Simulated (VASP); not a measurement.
# Bi (I4/mmm) in VASP: further runs

Bi is run at these levels: LDA; tasks: single point.

Everything below comes from runs of VASP 6.6.1. Logs are shortened: lines on timing, memory, paths and dates and some standing lists are left out, and cuts for length are marked.

## (1) The cell of the first run

The structure is tetragonal, space group I4/mmm (No. 139). Conventional cell: a = 8.515 Å, b = 8.515 Å, c = 2.861 Å, α = 90.00°, β = 90.00°, γ = 90.00°. Bi (site symmetry 4/mmm) has 2 Bi at 2.86 Å within 3.8 Å.

## (2) Single point, LDA

INCAR reads:

```
SYSTEM = Bi
  PREC = Accurate
  ENCUT = 520
  EDIFF = 1E-7
  ISMEAR = 1
  SIGMA = 0.1
  LREAL = .False.
  LASPH = .True.
  NELM = 80
  ALGO = Normal
  ISIF = 2
  LWAVE = .False.
  LCHARG = .False.
  NBANDS = 14
```

KPOINTS reads:

```
regular mesh
0
Gamma
  6 6 6
  0 0 0
```

POSCAR reads:

```
Bi
1.0
   -4.2574820000      4.2574820000      1.4305640000
    4.2574820000     -4.2574820000      1.4305640000
    4.2574820000      4.2574820000     -1.4305640000
Bi
1
Direct
    0.0000000000      0.0000000000      0.0000000000
```

Potentials or basis: VASP PAW LDA potentials, release 64 (Bi_d).

The run is started by

```console
$ cat potpaw_LDA.64/Bi_d/POTCAR > POTCAR
$ mpirun -np 1 vasp_std > vasp.out
```

OUTCAR:

```text
SYSTEM = Bi
   PREC = Accurate
   ENCUT = 520
   EDIFF = 1E-7
   ISMEAR = 1
   LREAL = .False.
   LASPH = .True.
   NELM = 80
   ISIF = 2

 ion  position               nearest neighbor table
   1  0.000  0.000  0.000-

  LATTYP: Found a body centered tetragonal cell.
 ALAT       =     8.5149640000
 C/A-ratio  =     0.3360117553

  Lattice vectors:

 A1 = (  -4.2574820000,   4.2574820000,   1.4305640000)
 A2 = (   4.2574820000,  -4.2574820000,   1.4305640000)
 A3 = (   4.2574820000,   4.2574820000,  -1.4305640000)

Analysis of symmetry for initial positions (statically):
=====================================================================
 Subroutine PRICEL returns:
 Original cell was already a primitive cell.

 Routine SETGRP: Setting up the symmetry group for a
 body centered tetragonal supercell.

 Subroutine GETGRP returns: Found 16 space group operations
 (whereof 16 operations were pure point group operations)
 out of a pool of 16 trial point group operations.

The static configuration has the point symmetry D_4h.

Analysis of symmetry for dynamics (positions and initial velocities):
=====================================================================
 Subroutine PRICEL returns:
 Original cell was already a primitive cell.

 Routine SETGRP: Setting up the symmetry group for a
 body centered tetragonal supercell.

 Subroutine GETGRP returns: Found 16 space group operations
 (whereof 16 operations were pure point group operations)
 out of a pool of 16 trial point group operations.

The dynamic configuration has the point symmetry D_4h.

 Subroutine INISYM returns: Found 16 space group operations
 (whereof 16 operations are pure point group operations),
 and found     1 'primitive' translations

----------------------------------------------------------------------------------------

                                     Primitive cell

  volume of cell :     103.7225

  direct lattice vectors                    reciprocal lattice vectors
    -4.257482000  4.257482000  1.430564000     0.000000000  0.117440309  0.349512500
     4.257482000 -4.257482000  1.430564000     0.117440309  0.000000000  0.349512500
     4.257482000  4.257482000 -1.430564000     0.117440309  0.117440309  0.000000000

  length of vectors
     6.188603988  6.188603988  6.188603988     0.368715627  0.368715627  0.166085677

  position of ions in fractional coordinates (direct lattice)
     0.000000000  0.000000000  0.000000000

  ion indices of the primitive-cell ions
   primitive index   ion index
                 1           1

----------------------------------------------------------------------------------------

 KPOINTS: regular mesh

Automatic generation of k-mesh.
 Grid dimensions read from file:
 generate k-points for:    6    6    6

 Generating k-lattice:

  Cartesian coordinates                     Fractional coordinates (reciprocal lattice)
     0.000000000  0.019573385  0.058252083     0.166666667  0.000000000  0.000000000
     0.019573385  0.000000000  0.058252083     0.000000000  0.166666667  0.000000000
     0.019573385  0.019573385  0.000000000     0.000000000  0.000000000  0.166666667

  Length of vectors
     0.061452605  0.061452605  0.027680946

  Shift w.r.t. Gamma in fractional coordinates (k-lattice)
     0.000000000  0.000000000  0.000000000

 Subroutine IBZKPT returns following result:
 ===========================================

 Found     30 irreducible k-points:

 Following reciprocal coordinates:
            Coordinates               Weight
  0.000000  0.000000  0.000000      1.000000
  0.166667  0.000000  0.000000      8.000000
  0.333333  0.000000 -0.000000      8.000000
  0.500000  0.000000  0.000000      4.000000
  0.166667  0.166667 -0.000000      8.000000
  0.333333  0.166667 -0.000000     16.000000
[... 16 lines left out ...]
 -0.333333 -0.333333  0.166667      8.000000
 -0.166667 -0.333333  0.166667      8.000000
 [... further k-points ...]
   k-points           NKPTS =     30   k-points in BZ     NKDIM =     30   number of bands    NBANDS=     14
   number of dos      NEDOS =    301   number of ions     NIONS =      1
   total plane-waves  NPLWV = 110592
   dimension x,y,z NGX =    48 NGY =   48 NGZ =   48
   dimension x,y,z NGXF=    96 NGYF=   96 NGZF=   96
   ions per type =               1
   NGX,Y,Z   is equivalent  to a cutoff of  12.89, 12.89, 12.89 a.u.
   NGXF,Y,Z  is equivalent  to a cutoff of  25.79, 25.79, 25.79 a.u.
 SYSTEM =  Bi
   PREC   = accura    normal or accurate (medium, high low for compatibility)
   ISTART =      0    job   : 0-new  1-cont  2-samecut
   ICHARG =      2    charge: 1-file 2-atom 10-const
   ISPIN  =      1    spin polarized calculation?
   LNONCOLLINEAR =      F non collinear calculations
   LSORBIT =      F    spin-orbit coupling
   LASPH  =      T    aspherical Exc in radial PAW
   ENCUT  =  520.0 eV  38.22 Ry    6.18 a.u.  11.51 11.51 11.51*2*pi/ulx,y,z
   NELM   =     80;   NELMIN=  2; NELMDL= -5     # of ELM steps
   EDIFF  = 0.1E-06   stopping-criterion for ELM
   LREAL  =      F    real-space projection
   EDIFFG = 0.1E-05   stopping-criterion for IOM
   NSW    =      0    number of steps for IOM
   IBRION =     -1    ionic relax: 0-MD 1-quasi-New 2-CG
   NFREE  =      0    steps in history (QN), initial steepest desc. (CG)
   ISIF   =      2    stress and relaxation
   ISYM   =      2    0-nonsym 1-usesym 2-fastsym
   POTIM  = 0.5000    time-step for ionic-motion
   TEBEG  =    0.0;   TEEND  =   0.0 temperature during run
   PSTRESS=    0.0 pullay stress
   NELECT =      15.0000    total number of electrons
   NUPDOWN=      -1.0000    fix difference up-down
   EMIN   =  10.00;   EMAX   =-10.00  energy-range for DOS
   EFERMI =   0.00;   METHOD = LEGACY
   ISMEAR =     1;   SIGMA  =   0.10  broadening in eV -4-tet -1-fermi 0-gaus
   EFERMI_NEDOS =   21; number of points for ismear=-14 and -15
   IALGO  =     38    algorithm
   IMIX   =      4    mixing-type and parameters
     AMIX     =   0.40;   BMIX     =  1.00
     AMIX_MAG =   1.60;   BMIX_MAG =  1.00
  volume/ion in A,a.u.               =     103.72       699.95
  Fermi-wavevector in a.u.,A,eV,Ry     =   0.859306  1.623852 10.046624  0.738406
  Thomas-Fermi vector in A             =   1.976641
   LORBIT       =      0    0 simple, 1 ext, 2 COOP (PROOUT), +10 PAW based schemes
   GGA     = CA    functional components
   LHFCALC =     F    Hartree Fock is set to
   AEXX    =    0.0000 exact exchange contribution
   IVDW    =     0    specifies the selected vdW correction
   LEPSILON=     F    determine dielectric tensor
   LRPA    =     F    only Hartree local field effects (RPA)
 non-spin polarized calculation
 Methfessel and Paxton  Order N= 1 SIGMA  =   0.10
  energy-cutoff  :      520.00
  volume of cell :      103.72
 maximum number of plane-waves:      2845
 NGX is ok and might be reduce to    48
   NGX = 23   NGY = 23   NGZ = 23

 number of electron      15.0000006 magnetization

 Free energy of the ion-electron system (eV)
  ---------------------------------------------------
  ext. energy  EPLUGINS =         0.00000000
  ---------------------------------------------------
  free energy    TOTEN  =        -3.13630719 eV

  energy without entropy =       -3.13826420  energy(sigma->0) =       -3.13695953

 E-fermi :  -1.5673     XC(G=0):  -5.1542

 val. band max:       -1.6409458985   @ k =  -0.1667  -0.1667   0.1667
 cond. band min:      -0.7519300415   @ k =   0.3333   0.3333   0.1667
 fundamental gap:      0.8890158570
 Fermi energy:        -1.5672607130

 k-point     1 :       0.0000    0.0000    0.0000
  band No.  band energies     occupation
      1     -23.8446      2.00000
      2     -23.4999      2.00000
      3     -23.4998      2.00000
      4     -23.2121      2.00000
      5     -23.2121      2.00000
      6     -12.7264      2.00000
      7      -2.4587      2.00000
      8      -2.4587      2.00000
      9       1.4817      0.00000
     10       3.3103      0.00000
     11       6.0242      0.00000
     12       6.5686      0.00000
     13       6.5686      0.00000
     14       7.5633      0.00000

 k-point     2 :       0.1667    0.0000    0.0000
  band No.  band energies     occupation
      1     -23.6293      2.00000
      2     -23.4912      2.00000
      3     -23.4911      2.00000
      4     -23.2927      2.00000
      5     -23.2927      2.00000
      6     -12.2108      2.00000
      7      -1.9162      2.00001
      8      -1.9092      2.00001
      9       2.0892      0.00000
     10       3.6701      0.00000
     11       3.8851      0.00000
     12       5.8896      0.00000
     13       7.1577      0.00000
     14       7.1845      0.00000

 k-point     3 :       0.3333    0.0000   -0.0000
  band No.  band energies     occupation
      1     -23.4738      2.00000
      2     -23.4737      2.00000
      3     -23.4500      2.00000
      4     -23.4499      2.00000
      5     -23.1935      2.00000
      6     -10.6566      2.00000
      7      -1.6468      1.97771
      8      -0.4833     -0.00000
      9      -0.4662     -0.00000
     10       3.9629      0.00000
     11       5.5283      0.00000
     12       6.4720      0.00000
     13       7.3208      0.00000
     14       7.3584      0.00000

 k-point     4 :       0.5000    0.0000    0.0000
  band No.  band energies     occupation
      1     -23.5267      2.00000
      2     -23.5267      2.00000
      3     -23.4651      2.00000
      4     -23.4650      2.00000
      5     -22.9737      2.00000
      6      -9.0688      2.00000
      7      -4.5951      2.00000
      8       0.7074      0.00000
      9       0.7184      0.00000
     10       4.9033      0.00000
     11       5.1292      0.00000
     12       6.9002      0.00000
     13       7.8997      0.00000
     14       8.2788      0.00000

 k-point     5 :       0.1667    0.1667   -0.0000
  band No.  band energies     occupation
      1     -23.4738      2.00000
      2     -23.4738      2.00000
      3     -23.4500      2.00000
      4     -23.4500      2.00000
      5     -23.1936      2.00000
      6     -10.6585      2.00000
      7      -1.6439      1.96163
      8      -0.4857     -0.00000
      9      -0.3742     -0.00000
     10       3.7172      0.00000
     11       5.3895      0.00000
[... 276 lines left out ...]
 k-point    22 :      -0.1667    0.5000    0.1667
  band No.  band energies     occupation
      1     -23.4738      2.00000
      2     -23.4737      2.00000
      3     -23.4500      2.00000
      4     -23.4500      2.00000
      5     -23.1935      2.00000
      6     -10.6487      2.00000
      7      -1.6578      2.02459
      8      -0.6338     -0.00000
      9      -0.6194     -0.00000
     10       4.8095      0.00000
     11       5.6760      0.00000
     12       6.1452      0.00000
     13       7.5602      0.00000
     14       7.9171      0.00000

 k-point    23 :      -0.3333   -0.3333    0.1667
  band No.  band energies     occupation
      1     -23.4738      2.00000
      2     -23.4737      2.00000
      3     -23.4500      2.00000
      4     -23.4500      2.00000
      5     -23.1935      2.00000
      6     -10.6468      2.00000
      7      -1.6603      2.03260
      8      -0.7062     -0.00000
      9      -0.6122     -0.00000
     10       4.7910      0.00000
     11       5.7779      0.00000
     12       6.5155      0.00000
     13       7.5678      0.00000
     14       8.3495      0.00000

 k-point    24 :      -0.1667   -0.3333    0.1667
  band No.  band energies     occupation
      1     -23.5267      2.00000
      2     -23.5267      2.00000
      3     -23.4651      2.00000
      4     -23.4650      2.00000
      5     -22.9737      2.00000
      6      -9.0688      2.00000
      7      -4.5951      2.00000
      8       0.7138      0.00000
      9       0.7165      0.00000
     10       5.1044      0.00000
     11       5.1896      0.00000
     12       6.1993      0.00000
     13       7.2348      0.00000
     14       7.8029      0.00000

 [... further k-points ...]
[... 5 lines left out ...]
  --------------------------------------------------------------------------------------
  -------------------------------------------------------------------------------------
  Total       -0.0966053     -0.0966053      1.3477555      0.0000000      0.0000000      0.0000000
  in kB       -1.4922395     -1.4922395     20.8184688      0.0000000      0.0000000      0.0000000
  external PRESSURE =       5.9446633 kB  Pullay stress =       0.0000000 kB

 VOLUME and BASIS-vectors are now :
 -----------------------------------------------------------------------------
  energy-cutoff  :      520.00
  volume of cell :      103.72
      direct lattice vectors                 reciprocal lattice vectors
    -4.257482000  4.257482000  1.430564000     0.000000000  0.117440309  0.349512500
     4.257482000 -4.257482000  1.430564000     0.117440309  0.000000000  0.349512500
     4.257482000  4.257482000 -1.430564000     0.117440309  0.117440309  0.000000000

 POSITION                                       TOTAL-FORCE (eV/Angst)
 -----------------------------------------------------------------------------------
      0.00000      0.00000      0.00000        -0.000000     -0.000000     -0.000000
 -----------------------------------------------------------------------------------
    total drift:                               -0.000000      0.000000      0.000000

  FREE ENERGIE OF THE ION-ELECTRON SYSTEM (eV)
  ---------------------------------------------------
  free  energy   TOTEN  =        -3.1363071894 eV

  energy  without entropy=       -3.1382642004  energy(sigma->0) =       -3.13695953
```

Run time: 67 s. Hardware: 1 thread of Intel Xeon 8259CL, shared host; peak memory 0.25 GiB.

Results:

```yaml
Free_energy: -3.1363 eV
Pressure: 0.6 GPa
Band_gap_on_the_k_mesh: zero (an odd number of electrons rules out a gap without spin polarisation)
```

Stress tensor (GPa, compression positive):
```
-0.15  0.00  0.00
 0.00 -0.15  0.00
 0.00  0.00  2.08
```

Caveat: the k points lie up to 0.39 Å⁻¹ apart, too coarse for converged energies and pressures of a metal; spin-orbit coupling is left out, which moves the levels of the heavy elements.

## (3) Single point, LDA

This run uses another cell than the first one.

INCAR reads:

```
SYSTEM = Bi
  ALGO = Normal
  EDIFF = 1E-7
  ENCUT = 520
  ISIF = 2
  ISMEAR = 1
  LASPH = .True.
  LCHARG = .False.
  LREAL = .False.
  LWAVE = .False.
  NBANDS = 14
  NELM = 100
  PREC = Accurate
  SIGMA = 0.1
```

KPOINTS reads:

```
k-points
0
Gamma
  6 6 6
  0 0 0
```

POSCAR reads:

```
Bi
1.0
   -4.2541217558      4.2541217558      1.4488101453
    4.2541217558     -4.2541217558      1.4488101453
    4.2541217558      4.2541217558     -1.4488101453
Bi
1
Direct
    0.0000000000      0.0000000000      0.0000000000
```

Potentials or basis: VASP PAW LDA potentials, release 64 (Bi_d).

The run is started by

```console
$ cat potpaw_LDA.64/Bi_d/POTCAR > POTCAR
$ mpirun -np 1 vasp_std > vasp.out
```

Run time: 2.1 min. Hardware: 1 thread of Intel Xeon 8259CL, shared host; peak memory 0.25 GiB.

The run converged. Its results:

| Item | Value |
| --- | --- |
| Free energy | -3.1472 eV |
| Pressure | 0.1 GPa |
| Band gap on the k mesh | zero (an odd number of electrons rules out a gap without spin polarisation) |

Stress tensor (GPa, compression positive):
```
-0.14  0.00  0.00
 0.00 -0.14  0.00
 0.00  0.00  0.46
```

Levels at points of the mesh, in eV from the Fermi level:
```csv
k point,band 4,band 5,band 6,band 7,band 8,band 9,band 10,band 11,band 12,band 13
"(0.00, 0.00, 0.00)",-21.59,-21.59,-10.98,-0.73,-0.73,3.17,5.00,7.73,8.27,8.27
"(0.50, 0.00, 0.00)",-21.83,-21.37,-7.54,-2.85,2.28,2.30,6.50,6.74,8.50,9.49
"(0.50, 0.50, 0.00)",-21.59,-21.59,-10.97,-1.13,-0.69,4.24,5.43,6.24,8.11,8.14
"(0.50, 0.50, 0.50)",-21.59,-21.59,-10.96,-1.06,-1.06,4.32,6.89,6.89,7.50,8.78
```

Caveat: the k points lie up to 0.38 Å⁻¹ apart, too coarse for converged energies and pressures of a metal; spin-orbit coupling is left out, which moves the levels of the heavy elements.

[end of part 1 of 2]
